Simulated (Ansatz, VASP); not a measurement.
**S in VASP and in Ansatz**

File INCAR:

```
PREC = Accurate ; ENCUT = 600
EDIFF = 1E-6 ; ISMEAR = 0
SIGMA = 0.1 ; LREAL = F
LASPH = T ; NELM = 80
ALGO = Normal ; ISIF = 3
LWAVE = F ; LCHARG = F
GGA = PE ; IBRION = 2
NSW = 100 ; EDIFFG = -0.01
KPAR = 4
```

KPOINTS

```
regular mesh
0
Gamma
  28 28 28
```

POSCAR

```
S
1.0
    0.0000000000      4.1513476063      4.1310047815
    1.0506793198      0.0000000000      4.1310047815
    1.0506793198      4.1513476063      0.0000000000
S
1
Direct
    0.5000000000      0.5000000000      0.5000000000
```

Input for Ansatz:

```yaml
crystal:
  lattice:
    - [0.0, 4.1513476063, 4.1310047815]
    - [1.0506793198, 0.0, 4.1310047815]
    - [1.0506793198, 4.1513476063, 0.0]
  atoms:
    - { symbol: S, position: [0.5, 0.5, 0.5] }
basis:
  ecutwfc: 420
kpoints:
  mp_grid: { grid: [28, 28, 28] }
hamiltonian:
  xc: pbe
scf:
  occupations: { method: gaussian, width: 0.1 }
output:
  forces: true
  stress: true
  eigenvalues: true
relax:
  adjacent_minimum: "off"
  f_tol: 0.01
  max_steps: 80
  cell: { stress_tol: 0.05 }
```

Alike in both runs: task relaxation of cell and atoms; functional PBE; k mesh 28 × 28 × 28; occupations gaussian, width 0.1 eV; no spin polarisation.

|  | VASP | Ansatz |
| --- | --- | --- |
| version | VASP 6.6.1 | Ansatz 0.2.0 |
| potentials or method | VASP PAW PBE potentials, release 64 (S), cutoff 600 eV | scalar-relativistic, plane waves, PAW |
| valence electrons in the cell | 6 | 6 |

```tsv
	VASP	Ansatz	Ansatz less VASP
gap on the k mesh at the Fermi level, each at its own relaxed structure (eV)	none	none	-
relaxed volume (Å³/atom)	39.33	39.04	-0.289
relaxed cell length with the largest relative difference (Å)	6.120	6.095	-0.0257
```

A gap of «none» marks a metal or a gap that the smearing closes.
